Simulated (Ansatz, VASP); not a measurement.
# One calculation of Ge3Pt, two programs

```xyz
8
Lattice="5.2850 0.0000 0.0000 0.0000 5.2850 0.0000 0.0000 0.0000 5.2856" Properties=species:S:1:pos:R:3 pbc="T T T"
Ge    0.0000    2.6425    2.6424
Ge    2.6425    0.0000    2.6432
Ge    2.6425    0.0000    5.2860
Ge    0.0000    2.6425   -0.0004
Ge    0.0000    0.0000    0.0000
Ge    2.6425    2.6425    2.6428
Pt    0.0000    0.0000    2.6428
Pt    2.6425    2.6425    0.0000
```

Alike in both runs: functional PBE; k mesh 8 × 8 × 8; occupations gaussian, width 0.1 eV; no spin polarisation.

Ansatz relaxed the structure, and its values are those at the end. VASP's run is a single point on that final structure, the one shown.

```csv
,VASP,Ansatz
version,VASP 6.6.1,Ansatz 0.2.0
potentials or method,"VASP PAW PBE potentials, release 64 (Ge_d, Pt), cutoff 520 eV","scalar-relativistic, plane waves, PAW"
valence electrons in the cell,104,120
```

VASP gave:

```
gap on the k mesh at the Fermi level (eV) : none
pressure (GPa)                            : -0.2
```

Task: Which values does Ansatz return?

Result: gap on the k mesh at the Fermi level (eV): none; pressure (GPa): 0.0.

A gap of «none» marks a metal or a gap that the smearing closes. With one functional, cell and mesh, what is left measures potentials, basis and numerics. VASP's potentials hold 104 valence electrons a cell and Ansatz's 120, so a difference there can come from the potentials and not from the codes.

Spin-orbit coupling is off throughout.
